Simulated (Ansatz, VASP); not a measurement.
## YTl: VASP beside Ansatz

```
Y Tl
1.0
     3.80036    0.00000    0.00000
     0.00000    3.80036    0.00000
     0.00000    0.00000    3.80036
Y Tl
1 1
Cartesian
  1.9002 1.9002 1.9002
  0.0000 0.0000 0.0000
```

Change from the starting cell: volume scaled by 1.04.

Alike in both runs: task single point; functional LDA; k mesh 11 × 11 × 11; occupations fermi-dirac, width 0.08 eV; no spin polarisation.

```csv
,VASP,Ansatz
version,VASP 6.6.1,Ansatz 0.2.0
potentials or method,"VASP PAW LDA potentials, release 64 (Y_sv, Tl_d), cutoff 520 eV","all-electron LAPW, scalar-relativistic"
```

|  | VASP | Ansatz | Ansatz less VASP |
| --- | --- | --- | --- |
| pressure (GPa) | -4.9 | -5.0 | -0.04 |

LDA's correlation is that of Perdew and Zunger in VASP and of Perdew and Wang (1992) in Ansatz. Ansatz ran all-electron here, and VASP with PAW potentials.

Neither program's run includes spin-orbit coupling.
